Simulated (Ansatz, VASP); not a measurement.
Two plane-wave programs on InSb3

```
Sb In
1.0
     4.77411    0.00000    0.00000
     0.00000    4.77411    0.00000
     0.00000    0.00000    4.77411
Sb In
3 1
Cartesian
  2.3871 2.3871 0.0000
  0.0000 2.3871 2.3871
  2.3871 0.0000 2.3871
  0.0000 0.0000 0.0000
```

Alike in both runs: task single point; functional r2SCAN; k mesh 6 × 6 × 6; occupations fermi-dirac, width 0.05 eV; no spin polarisation.

|  | VASP | Ansatz |
| --- | --- | --- |
| version | VASP 6.6.1 | Ansatz 0.2.0 |
| potentials or method | VASP PAW PBE potentials, release 64 (Sb, In_d) | Ansatz PAW |
| plane-wave cutoff (eV) | 520 | 500 |
| valence electrons in the cell | 28 | 58 |

|  | VASP | Ansatz | Ansatz less VASP |
| --- | --- | --- | --- |
| gap on the k mesh at the Fermi level (eV) | none | none | - |
| pressure (GPa) | 0.5 | 0.5 | +0.04 |

VASP's potentials were made for PBE, not for r2SCAN. A gap of «none» marks a metal or a gap that the smearing closes. VASP's potentials hold 28 valence electrons a cell and Ansatz's 58, so a difference there can come from the potentials and not from the codes.

Neither program's run includes spin-orbit coupling.
